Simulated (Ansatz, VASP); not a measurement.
BiTe: VASP beside Ansatz

File INCAR:

```
SYSTEM = BiTe
PREC     = Accurate       ! precision mode
ENCUT    = 520            ! plane-wave cutoff, eV
EDIFF    = 1E-7           ! SCF threshold, eV
ISMEAR   = 0              ! smearing method
SIGMA    = 0.15           ! smearing width, eV
LREAL    = .False.        ! projectors in reciprocal space
LASPH    = .True.         ! aspherical terms in the spheres
NELM     = 60             ! most SCF steps
ALGO     = Normal         ! electronic algorithm
ISIF     = 2              ! what is computed and relaxed
LWAVE    = .False.        ! write WAVECAR
LCHARG   = .True.         ! write CHGCAR
GGA      = PE             ! functional
LELF     = .True.         ! ELF
LVHAR    = .True.       
NBANDS   = 18             ! bands
```

File KPOINTS:

```
regular mesh
0
Gamma
  12 12 12
  0 0 0
```

The input POSCAR:

```
BiTe
1.0
    2.5438431614      1.4686885340      3.3172919545
   -2.5438431614      1.4686885340      3.3172919545
    0.0000000000     -2.9373770681      3.3172919545
Bi Te
1 1
Direct
    0.5000000000      0.5000000000      0.5000000000
    0.0000000000      0.0000000000      0.0000000000
```

Input for Ansatz:

```yaml
crystal:
  lattice:
    - [2.5438431614, 1.468688534, 3.3172919545]
    - [-2.5438431614, 1.468688534, 3.3172919545]
    - [0.0, -2.9373770681, 3.3172919545]
  atoms:
    - { symbol: Bi, position: [0.5, 0.5, 0.5] }
    - { symbol: Te, position: [0.0, 0.0, 0.0] }
basis:
  ecutwfc: 420
kpoints:
  mp_grid: { grid: [12, 12, 12] }
hamiltonian:
  xc: pbe
scf:
  occupations: { method: gaussian, width: 0.15 }
output:
  forces: true
  stress: true
  eigenvalues: true
  write_density: true
  write_potential: true
  elf: true
  volumetric_format: npy
```

Change from the starting cell: strain +0.050 along x and y, +0.000 along z, atoms carried along.

Alike in both runs: task single point; functional PBE; k mesh 12 × 12 × 12; occupations gaussian, width 0.15 eV; no spin polarisation.

|  | VASP | Ansatz |
| --- | --- | --- |
| version | VASP 6.6.1 | Ansatz 0.2.0 |
| potentials or method | VASP PAW PBE potentials, release 64 (Bi_d, Te), cutoff 520 eV | scalar-relativistic, plane waves, PAW |
| valence electrons in the cell | 21 | 31 |

VASP gave:

| Item | Value |
| --- | --- |
| gap on the k mesh at the Fermi level (eV) | none |
| pressure (GPa) | -4.2 |
| traceless stress, the component that is largest in VASP (GPa) | 1.52 |

Question: Which values does Ansatz return?

Answer: gap on the k mesh at the Fermi level (eV): none; pressure (GPa): -4.1; traceless stress, the component that is largest in VASP (GPa): 1.52.

A gap of «none» marks a metal or a gap that the smearing closes. With one functional, cell and mesh, what is left measures potentials, basis and numerics. VASP's potentials hold 21 valence electrons a cell and Ansatz's 31, so a difference there can come from the potentials and not from the codes.

Spin-orbit coupling is off throughout.
